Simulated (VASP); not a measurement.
Runs of VASP 6.6.1 on WS2 (Tungstenite). The structure is that of space group R3m (No. 160), or close to it. The cells are those of the table. 

```csv
task,level,potentials or basis,cell,k mesh,cutoff (eV),smearing,gap on the mesh (eV),pressure (GPa),relaxed volume (Å³/atom),largest force (eV/Å)
single point,r2SCAN+rVV10,"VASP PAW PBE potentials, release 64 (W_sv, S)","a = 6.501 Å, angles 28.2°, 3 atoms",8 × 8 × 8,520,fermi-dirac 0.02 eV,(b),0.4,-,(d)
single point,PBE+D3(BJ),"VASP PAW PBE potentials, release 64 (W_sv, S)","a = 6.310 Å, angles 29.0°, 3 atoms",8 × 8 × 8,520,fermi-dirac 0.02 eV,1.08,0.0,-,-
relaxation of cell and atoms,PBE+D4,"VASP PAW PBE potentials, release 64 (W_sv, S)","relaxed from a = 6.310 Å, angles 29.0°, 3 atoms",8 × 8 × 8,600,fermi-dirac 0.02 eV,1.10,0.0,17.47,-
single point,LDA,"VASP PAW LDA potentials, release 64 (W_sv, S)","a = 6.501 Å, angles 28.2°, 3 atoms",10 × 10 × 10,520,gaussian 0.01 eV,1.06,(c),-,0.25
single point,PBE+D4,"VASP PAW PBE potentials, release 64 (W_sv, S)","a = 6.340 Å, angles 28.8°, 3 atoms",8 × 8 × 8,520,fermi-dirac 0.02 eV,1.11,0.0,-,(a)
relaxation of cell and atoms,PBE+D3(BJ),"VASP PAW PBE potentials, release 64 (W_sv, S)","relaxed from a = 6.427 Å, angles 28.4°, 3 atoms",8 × 8 × 8,600,fermi-dirac 0.02 eV,1.08,0.0,17.39,-
```

Alike in all rows: no spin polarisation.

**Question.** Fill in the values left out.

**Answer.** (a) 0.01; (b) 1.33; (c) -4.4; (d) 0.04.

Caveats: spin-orbit coupling is left out, which moves the levels of the heavy elements; the PAW data sets were made with another functional, which shifts forces and pressure a little (some runs).

A k mesh can miss the band edges, and the runs leave out spin-orbit coupling on W.
